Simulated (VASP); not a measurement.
# Ge2Sb2Te5 (Cm) in VASP: single point with r2SCAN

Aim: the single point of Ge2Sb2Te5 with r2SCAN.

Program: VASP 6.6.1. These are calculated values, not measurements. Logs are shortened: lines on timing, memory, paths and dates and some standing lists are left out, and cuts for length are marked.

## (1) The cell of the first run

It takes space group Cm (No. 8, monoclinic). The conventional cell has a = 13.678 Å, b = 6.132 Å, c = 9.672 Å, α = 90.00°, β = 134.93°, γ = 90.00°. Within 3.8 Å of Ge (site symmetry m) lie 6 Te at 2.85 to 3.20 Å. Ge (site symmetry m) has 6 Te at 2.82 to 3.19 Å within 3.7 Å. Sb (site symmetry m) has 6 Te at 2.98 to 3.20 Å within 3.9 Å. Sb (site symmetry m) has 6 Te at 2.95 to 3.19 Å within 3.9 Å. Te (site symmetry m) has 3 Sb at 2.98 to 3.07 Å and 2 Ge at 3.05 to 3.20 Å within 3.9 Å. Te (site symmetry m) has 2 Ge at 2.95 to 3.00 Å and 2 Sb at 3.02 to 3.06 Å within 3.9 Å. Within 3.7 Å of Te (site symmetry m) lie 3 Ge at 2.82 to 3.07 Å and 2 Sb at 3.14 to 3.19 Å. Within 3.9 Å of Te (site symmetry m) lie 2 Sb at 2.95 to 3.20 Å and 3 Ge at 3.07 to 3.08 Å.

## (2) Single point, r2SCAN

File POSCAR:

```
Ge2Sb2Te5
1.0
    6.8391360000     -3.0660060000      0.0000000000
    6.8391360000      3.0660060000      0.0000000000
   -6.8309770000      0.0000000000      6.8476090000
Ge Sb Te
2 2 5
Direct
    0.4973430000      0.4973430000      0.0110440000
    0.2842870000      0.2842870000      0.1878300000
    0.1118700000      0.1118700000      0.4173520000
    0.9017080000      0.9017080000      0.5878730000
    0.3999590000      0.3999590000      0.5971180000
    0.2065190000      0.2065190000      0.8098030000
    0.0083240000      0.0083240000      0.0064350000
    0.7952880000      0.7952880000      0.1961120000
    0.5947020000      0.5947020000      0.3864330000
```

File INCAR.step1:

```
SYSTEM = Ge2Sb2Te5
PREC     = Accurate       ! precision mode
ENCUT    = 520            ! plane-wave cutoff, eV
ISMEAR   = 0              ! smearing method
SIGMA    = 0.1            ! smearing width, eV
LREAL    = .False.        ! projectors in reciprocal space
LASPH    = .True.         ! aspherical terms in the spheres
NELM     = 100            ! most SCF steps
NBANDS   = 44             ! bands
GGA      = PE             ! functional
ALGO     = Normal         ! electronic algorithm
EDIFF    = 1E-4           ! SCF threshold, eV
LWAVE    = .True.         ! write WAVECAR
LCHARG   = .False.        ! write CHGCAR
```

File INCAR.step2:

```
SYSTEM = Ge2Sb2Te5
PREC     = Accurate       ! precision mode
ENCUT    = 520            ! plane-wave cutoff, eV
EDIFF    = 1E-6           ! SCF threshold, eV
ISMEAR   = 0              ! smearing method
SIGMA    = 0.1            ! smearing width, eV
LREAL    = .False.        ! projectors in reciprocal space
LASPH    = .True.         ! aspherical terms in the spheres
NELM     = 100            ! most SCF steps
ALGO     = Normal         ! electronic algorithm
ISIF     = 2              ! what is computed and relaxed
LWAVE    = .False.        ! write WAVECAR
LCHARG   = .True.         ! write CHGCAR
METAGGA  = R2SCAN         ! meta-GGA
LMIXTAU  = .True.       
LELF     = .True.         ! ELF
LVHAR    = .True.       
NBANDS   = 44             ! bands
ISTART   = 1
```

File KPOINTS:

```
regular mesh
0
Gamma
  4 4 4
  0 0 0
```

Potentials or basis: VASP PAW PBE potentials, release 64 (Ge_d, Sb, Te).

On the command line:

```sh
> cat potpaw_PBE.64/Ge_d/POTCAR potpaw_PBE.64/Sb/POTCAR potpaw_PBE.64/Te/POTCAR > POTCAR
> cp INCAR.step1 INCAR
> mpirun -np 1 vasp_std > vasp.out
> cp INCAR.step2 INCAR
> mpirun -np 1 vasp_std > vasp.out
```

OUTCAR:

```text
SYSTEM = Ge2Sb2Te5
   PREC = Accurate
   ENCUT = 520
   EDIFF = 1E-6
   ISMEAR = 0
   LREAL = .False.
   LASPH = .True.
   NELM = 100
   ISIF = 2
   METAGGA = R2SCAN
   ISTART = 1

 ion  position               nearest neighbor table
   1  0.497  0.497  0.011-   9 2.85   6 2.95   7 3.07   7 3.07   8 3.08   5 3.20
   2  0.284  0.284  0.188-   7 2.82   6 3.00   5 3.05   8 3.07   8 3.07   9 3.19
   3  0.112  0.112  0.417-   5 2.98   6 3.02   9 3.07   9 3.07   7 3.14   8 3.20
   4  0.902  0.902  0.588-   8 2.95   6 3.06   5 3.07   5 3.07   9 3.14   7 3.19
   5  0.400  0.400  0.597-   3 2.98   2 3.05   4 3.07   4 3.07   1 3.20
   6  0.207  0.207  0.810-   1 2.95   2 3.00   3 3.02   4 3.06
   7  0.008  0.008  0.006-   2 2.82   1 3.07   1 3.07   3 3.14   4 3.19
   8  0.795  0.795  0.196-   4 2.95   2 3.07   2 3.07   1 3.08   3 3.20
   9  0.595  0.595  0.386-   1 2.85   3 3.07   3 3.07   4 3.14   2 3.19

  LATTYP: Found a base centered monoclinic cell.
 ALAT       =    13.6782720000
 B/A-ratio  =     0.4483031190
 C/A-ratio  =     0.7071235363
 COS(beta)  =    -0.7062464773

  Lattice vectors:

 A1 = (   6.8391360000,  -3.0660060000,   0.0000000000)
 A2 = (   6.8391360000,   3.0660060000,   0.0000000000)
 A3 = (  -6.8309770000,   0.0000000000,   6.8476090000)

Analysis of symmetry for initial positions (statically):
=====================================================================
 Subroutine PRICEL returns:
 Original cell was already a primitive cell.

 Routine SETGRP: Setting up the symmetry group for a
 base centered monoclinic supercell.

 Subroutine GETGRP returns: Found  2 space group operations
 (whereof  2 operations were pure point group operations)
 out of a pool of  4 trial point group operations.

The static configuration has the point symmetry C_1h.

Analysis of symmetry for dynamics (positions and initial velocities):
=====================================================================
 Subroutine PRICEL returns:
 Original cell was already a primitive cell.

 Routine SETGRP: Setting up the symmetry group for a
 base centered monoclinic supercell.

 Subroutine GETGRP returns: Found  2 space group operations
 (whereof  2 operations were pure point group operations)
 out of a pool of  4 trial point group operations.

The dynamic configuration has the point symmetry C_1h.

 Subroutine INISYM returns: Found  2 space group operations
 (whereof  2 operations are pure point group operations),
 and found     1 'primitive' translations

----------------------------------------------------------------------------------------

                                     Primitive cell

  volume of cell :     287.1727

  direct lattice vectors                    reciprocal lattice vectors
     6.839136000 -3.066006000  0.000000000     0.073108650 -0.163078611  0.072931078
     6.839136000  3.066006000  0.000000000     0.073108650  0.163078611  0.072931078
    -6.830977000  0.000000000  6.847609000     0.000000000  0.000000000  0.146036376

  length of vectors
     7.494943230  7.494943230  9.672228068     0.193024481  0.193024481  0.146036376

  position of ions in fractional coordinates (direct lattice)
     0.497343000  0.497343000  0.011044000
     0.284287000  0.284287000  0.187830000
     0.111870000  0.111870000  0.417352000
     0.901708000  0.901708000  0.587873000
     0.399959000  0.399959000  0.597118000
     0.206519000  0.206519000  0.809803000
     0.008324000  0.008324000  0.006435000
     0.795288000  0.795288000  0.196112000
     0.594702000  0.594702000  0.386433000

  ion indices of the primitive-cell ions
   primitive index   ion index
                 1           1
                 2           2
                 3           3
                 4           4
                 5           5
                 6           6
                 7           7
                 8           8
                 9           9

----------------------------------------------------------------------------------------

 KPOINTS: regular mesh

Automatic generation of k-mesh.
 Grid dimensions read from file:
 generate k-points for:    4    4    4

 Generating k-lattice:

  Cartesian coordinates                     Fractional coordinates (reciprocal lattice)
     0.018277162 -0.040769653  0.018232770     0.250000000  0.000000000 -0.000000000
     0.018277162  0.040769653  0.018232770     0.000000000  0.250000000 -0.000000000
     0.000000000  0.000000000  0.036509094     0.000000000  0.000000000  0.250000000

  Length of vectors
     0.048256120  0.048256120  0.036509094

  Shift w.r.t. Gamma in fractional coordinates (k-lattice)
     0.000000000  0.000000000  0.000000000

 Subroutine IBZKPT returns following result:
 ===========================================

 Found     24 irreducible k-points:

 Following reciprocal coordinates:
            Coordinates               Weight
  0.000000  0.000000  0.000000      1.000000
  0.250000 -0.000000 -0.000000      4.000000
  0.500000 -0.000000 -0.000000      2.000000
  0.250000  0.250000 -0.000000      2.000000
  0.500000  0.250000 -0.000000      4.000000
 -0.250000  0.250000  0.000000      2.000000
[... 16 lines left out ...]
 -0.250000  0.250000  0.500000      2.000000
  0.500000  0.500000  0.500000      1.000000
   k-points           NKPTS =     24   k-points in BZ     NKDIM =     24   number of bands    NBANDS=     44
   number of dos      NEDOS =    301   number of ions     NIONS =      9
   total plane-waves  NPLWV = 225792
   dimension x,y,z NGX =    56 NGY =   56 NGZ =   72
   dimension x,y,z NGXF=   112 NGYF=  112 NGZF=  144
   ions per type =               2   2   5
   NGX,Y,Z   is equivalent  to a cutoff of  12.42, 12.42, 12.38 a.u.
   NGXF,Y,Z  is equivalent  to a cutoff of  24.84, 24.84, 24.75 a.u.
 SYSTEM =  Ge2Sb2Te5
   PREC   = accura    normal or accurate (medium, high low for compatibility)
   ISTART =      1    job   : 0-new  1-cont  2-samecut
   ICHARG =      0    charge: 1-file 2-atom 10-const
   ISPIN  =      1    spin polarized calculation?
   LNONCOLLINEAR =      F non collinear calculations
   LSORBIT =      F    spin-orbit coupling
   LASPH  =      T    aspherical Exc in radial PAW
   ENCUT  =  520.0 eV  38.22 Ry    6.18 a.u.  13.94 13.94 17.98*2*pi/ulx,y,z
   NELM   =    100;   NELMIN=  2; NELMDL=  0     # of ELM steps
   EDIFF  = 0.1E-05   stopping-criterion for ELM
   LREAL  =      F    real-space projection
   EDIFFG = 0.1E-04   stopping-criterion for IOM
   NSW    =      0    number of steps for IOM
   IBRION =     -1    ionic relax: 0-MD 1-quasi-New 2-CG
   NFREE  =      0    steps in history (QN), initial steepest desc. (CG)
   ISIF   =      2    stress and relaxation
   ISYM   =      2    0-nonsym 1-usesym 2-fastsym
   POTIM  = 0.5000    time-step for ionic-motion
   TEBEG  =    0.0;   TEEND  =   0.0 temperature during run
   PSTRESS=    0.0 pullay stress
   NELECT =      68.0000    total number of electrons
   NUPDOWN=      -1.0000    fix difference up-down
   EMIN   =  10.00;   EMAX   =-10.00  energy-range for DOS
   EFERMI =   0.00;   METHOD = LEGACY
   ISMEAR =     0;   SIGMA  =   0.10  broadening in eV -4-tet -1-fermi 0-gaus
   EFERMI_NEDOS =   21; number of points for ismear=-14 and -15
   IALGO  =     38    algorithm
   IMIX   =      4    mixing-type and parameters
     AMIX     =   0.40;   BMIX     =  1.00
     AMIX_MAG =   1.60;   BMIX_MAG =  1.00
  volume/ion in A,a.u.               =      31.91       215.33
  Fermi-wavevector in a.u.,A,eV,Ry     =   1.012815  1.913943 13.956774  1.025794
  Thomas-Fermi vector in A             =   2.145947
   LORBIT       =      0    0 simple, 1 ext, 2 COOP (PROOUT), +10 PAW based schemes
   METAGGA = R2SCAN    functional components
   LHFCALC =     F    Hartree Fock is set to
   AEXX    =    0.0000 exact exchange contribution
   IVDW    =     0    specifies the selected vdW correction
   LEPSILON=     F    determine dielectric tensor
   LRPA    =     F    only Hartree local field effects (RPA)
 non-spin polarized calculation
 Gauss-broadening in eV      SIGMA  =   0.10
  energy-cutoff  :      520.00
  volume of cell :      287.17
 maximum number of plane-waves:      7788
   NGX = 27   NGY = 27   NGZ = 35

 number of electron      68.0000002 magnetization

 Free energy of the ion-electron system (eV)
  ---------------------------------------------------
  ext. energy  EPLUGINS =         0.00000000
  ---------------------------------------------------
  free energy    TOTEN  =      -206.48144433 eV

  energy without entropy =     -206.47573719  energy(sigma->0) =     -206.47859076

 E-fermi :   5.1809     XC(G=0):  -9.6339

 val. band max:        5.1546887298   @ k =   0.5000  -0.0000  -0.0000
 cond. band min:       5.1861743326   @ k =   0.5000  -0.0000  -0.0000
 fundamental gap:      0.0314856028
 Fermi energy:         5.1808537171

 k-point     1 :       0.0000    0.0000    0.0000
  band No.  band energies     occupation
      1     -20.2934      2.00000
      2     -20.2893      2.00000
      3     -20.2838      2.00000
      4     -20.2785      2.00000
      5     -20.2727      2.00000
      6     -20.2715      2.00000
[... 36 lines left out ...]
     43      10.0481      0.00000
     44      10.1765      0.00000

 k-point     2 :       0.2500   -0.0000   -0.0000
  band No.  band energies     occupation
      1     -20.2934      2.00000
      2     -20.2892      2.00000
      3     -20.2838      2.00000
      4     -20.2785      2.00000
      5     -20.2727      2.00000
      6     -20.2715      2.00000
[... 36 lines left out ...]
     43       9.1734      0.00000
     44       9.2128      0.00000

 k-point     3 :       0.5000   -0.0000   -0.0000
  band No.  band energies     occupation
      1     -20.2934      2.00000
      2     -20.2892      2.00000
      3     -20.2839      2.00000
      4     -20.2785      2.00000
      5     -20.2728      2.00000
      6     -20.2715      2.00000
[... 976 lines left out ...]
     43       8.1692      0.00000
     44       8.5252      0.00000

 k-point    24 :       0.5000    0.5000    0.5000
  band No.  band energies     occupation
      1     -20.2936      2.00000
      2     -20.2892      2.00000
      3     -20.2838      2.00000
      4     -20.2785      2.00000
      5     -20.2727      2.00000
      6     -20.2715      2.00000
[... 36 lines left out ...]
     43       9.6999      0.00000
     44       9.9862      0.00000

------------------------ aborting loop because EDIFF is reached ----------------------------------------

  FORCE on cell =-STRESS in cart. coord.  units (eV):
  Direction    XX          YY          ZZ          XY          YZ          ZX
  --------------------------------------------------------------------------------------
  -------------------------------------------------------------------------------------
  Total       -1.6047880     -2.0548749     -1.8782884      0.0000000      0.0000000     -0.1294480
  in kB       -8.9533397    -11.4644382    -10.4792370      0.0000000      0.0000000     -0.7222088
  external PRESSURE =     -10.2990050 kB  Pullay stress =       0.0000000 kB

 VOLUME and BASIS-vectors are now :
 -----------------------------------------------------------------------------
  energy-cutoff  :      520.00
  volume of cell :      287.17
      direct lattice vectors                 reciprocal lattice vectors
     6.839136000 -3.066006000  0.000000000     0.073108650 -0.163078611  0.072931078
     6.839136000  3.066006000  0.000000000     0.073108650  0.163078611  0.072931078
    -6.830977000  0.000000000  6.847609000     0.000000000  0.000000000  0.146036376

 POSITION                                       TOTAL-FORCE (eV/Angst)
 -----------------------------------------------------------------------------------
      6.72735      0.00000      0.07562        -0.102481      0.000000      0.125412
      2.60549      0.00000      1.28619        -0.211803      0.000000     -0.032257
     -1.32073      0.00000      2.85786         0.008709      0.000000      0.118363
      8.31806      0.00000      4.02552         0.020877      0.000000     -0.118468
      1.39185      0.00000      4.08883         0.001617      0.000000     -0.095708
     -2.70692      0.00000      5.54521         0.071397      0.000000     -0.088411
      0.06990      0.00000      0.04406         0.074870      0.000000      0.033156
      9.53853      0.00000      1.34290         0.026343      0.000000      0.090010
      5.49478      0.00000      2.64614         0.110473      0.000000     -0.032098
 -----------------------------------------------------------------------------------
    total drift:                               -0.002065     -0.000000     -0.002692

  FREE ENERGIE OF THE ION-ELECTRON SYSTEM (eV)
  ---------------------------------------------------
  free  energy   TOTEN  =      -206.4814443287 eV

  energy  without entropy=     -206.4757371863  energy(sigma->0) =     -206.47859076
```

Wall time 62 min (1 thread of Intel Xeon Platinum 8259CL at 2.50GHz (Skylake/Cascade Lake), shared host); peak memory 0.7 GiB.

Results:

| Property | Result |
| --- | --- |
| Free energy | -206.4814 eV |
| Pressure | -1.0 GPa |
| Largest force | 0.214 eV/Å |
| Band gap on the k mesh | 0.03 eV |

Forces in eV/Å, atoms in the order of the input:
```
Ge  -0.102  0.000  0.125
Ge  -0.212  0.000 -0.032
Sb   0.009  0.000  0.118
Sb   0.021  0.000 -0.118
Te   0.002  0.000 -0.096
Te   0.071  0.000 -0.088
Te   0.075  0.000  0.033
Te   0.026  0.000  0.090
Te   0.110  0.000 -0.032
```

Stress tensor (GPa, compression positive):
```
-0.90  0.00 -0.07
 0.00 -1.15  0.00
-0.07  0.00 -1.05
```

Levels at points of the mesh, in eV from the valence-band top:
```csv
k point,band 32,band 33,band 34,band 35,band 36,band 37
"(0.00, 0.00, 0.00)",-0.65,-0.52,-0.51,1.10,1.38,2.53
"(0.50, 0.00, 0.00)",-0.78,-0.63,0.00,0.03,0.59,0.73
"(0.50, 0.50, 0.00)",-0.97,-0.93,-0.91,2.21,2.76,2.94
"(0.00, 0.00, 0.50)",-0.79,-0.74,-0.37,0.69,1.50,1.92
"(0.50, 0.00, 0.50)",-0.79,-0.69,-0.04,0.25,0.38,0.77
"(0.50, 0.50, 0.50)",-0.81,-0.68,-0.37,0.67,1.53,2.14
```

Caveat: semilocal functionals underestimate gaps, and a narrow one can read as zero; the PAW data sets were made with another functional, which shifts forces and pressure a little; spin-orbit coupling is left out, which moves the levels of the heavy elements.
